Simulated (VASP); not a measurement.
Write the native input for VASP 6.6.1 that does the following.

```yaml
Task: relaxation of cell and atoms
Functional: PBE
Potentials_or_basis: VASP PAW PBE potentials, release 64 (Si, O)
Cutoff: 600 eV
k_mesh: 4 × 4 × 4
Occupations: fermi-dirac, width 0.02 eV
Spin: no spin polarisation
Dipole_correction: no
Further_INCAR_settings: LREAL = Auto; ALGO = Normal; EDIFF = 1e-06; IBRION = 2; EDIFFG = -0.005; NSW = 80; ISIF = 3
```

The structure of SiO2 lies in POSCAR:

```
SiO2
1.0
    6.9114199400      0.0000000000      0.0000000000
    0.0000000000      6.9114199400      0.0000000000
    0.0000000000      0.0000000000      6.4185143800
Si O
5 10
Direct
    0.2696323300      0.0000000000      0.1193693800
    0.0000000000      0.7303676700      0.8806306200
    0.0000000000      0.2696323300      0.8806306200
    0.7303676700      0.0000000000      0.1193693800
    0.0000000000      0.0000000000      0.5000000000
    0.1917093500      0.0000000000      0.3564256400
    0.0000000000      0.8082906500      0.6435743600
    0.0000000000      0.1917093500      0.6435743600
    0.8082906500      0.0000000000      0.3564256400
    0.1911206700      0.1911206700      0.0000000000
    0.1911206700      0.8088793300      0.0000000000
    0.8088793300      0.1911206700      0.0000000000
    0.8088793300      0.8088793300      0.0000000000
    0.5000000000      0.0000000000      0.1204995600
    0.0000000000      0.5000000000      0.8795004400
```

These files were run (other wordings do the same):

INCAR

```
SYSTEM = SiO2
PREC = Accurate
ENCUT = 600
EDIFF = 1E-6
ISMEAR = -1
SIGMA = 0.02
LREAL = Auto
LASPH = .TRUE.
NELM = 60
ALGO = Normal
ISIF = 3
LWAVE = .FALSE.
LCHARG = .FALSE.
GGA = PE
IBRION = 2
NSW = 80
EDIFFG = -0.005
```

KPOINTS

```
Automatic mesh
0
G
  4 4 4
  0 0 0
```

Potentials or basis: VASP PAW PBE potentials, release 64 (Si, O).

The run is started by

```bash
$ cat potpaw_PBE.64/Si/POTCAR potpaw_PBE.64/O/POTCAR > POTCAR
$ mpirun -np 1 vasp_std > vasp.out
```

Results of the run:

```yaml
Relaxed_volume: 20.90 Å³/atom
Relaxed_cell: a = 6.961 Å, b = 6.961 Å, c = 6.469 Å, α = 90.00°, β = 90.00°, γ = 90.00°
Space_group_after_relaxing_to_0.1_Å: P-4m2 (No. 115)
Energy_gained_by_relaxing: 5.0 meV/atom
Ionic_steps: 9
Pressure_after_relaxing: 0.0 GPa
Largest_force_after_relaxing: 0.004 eV/Å
Band_gap_on_the_k_mesh: 5.52 eV (least direct gap 5.56 eV)
```

Wall time 18 min on 1 thread of AMD EPYC 9R45 96-Core Processor (Zen 5) (shared host), peak memory 0.52 GiB.
